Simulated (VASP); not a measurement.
Input of a VASP 6.6.1 run:

Contents of INCAR:

```
SYSTEM = P
ALGO     = Normal         ! electronic algorithm
EDIFF    = 1E-7           ! SCF threshold, eV
ENCUT    = 520            ! plane-wave cutoff, eV
GGA      = PS             ! functional
ISIF     = 2              ! what is computed and relaxed
ISMEAR   = -1             ! smearing method
LASPH    = .TRUE.         ! aspherical terms in the spheres
LCHARG   = .TRUE.         ! write CHGCAR
LELF     = .TRUE.         ! ELF
LREAL    = .FALSE.        ! projectors in reciprocal space
LVHAR    = .TRUE.       
LWAVE    = .FALSE.        ! write WAVECAR
NBANDS   = 12             ! bands
NELM     = 80             ! most SCF steps
PREC     = Accurate       ! precision mode
SIGMA    = 0.05           ! smearing width, eV
```

Contents of KPOINTS:

```
k-points
0
G
  11 11 11
  0 0 0
```

The input POSCAR:

```
P
1.0
    1.7257251780      0.9963478961      3.1296800121
   -1.7257251780      0.9963478961      3.1296800121
    0.0000000000     -1.9926957921      3.1296800121
P
2
Direct
    0.1725809900      0.1725809900      0.2925809900
    0.8274190100      0.8274190100      0.7074190100
```

Potentials or basis: VASP PAW PBE potentials, release 64 (P).

Command:

```sh
$ cat potpaw_PBE.64/P/POTCAR > POTCAR
$ mpirun -np 1 vasp_std > vasp.out
```

Problem. Predict the band gap on the k mesh.

Solution. Zero (bands 5 and 6 overlap by 2.35 eV).

Problem. What does it give for the pressure?

Solution. 35.1 GPa.

Stress tensor (GPa, compression positive):
```
 0.74  0.00  0.00
 0.00 78.71 42.80
 0.00 42.80 25.94
```

Caveat: the cell differs from its parent crystal (shortest bond scaled by 0.76); the stress differs along the axes, from 1 to 79 GPa; the PAW data sets were made with another functional, which shifts forces and pressure a little.
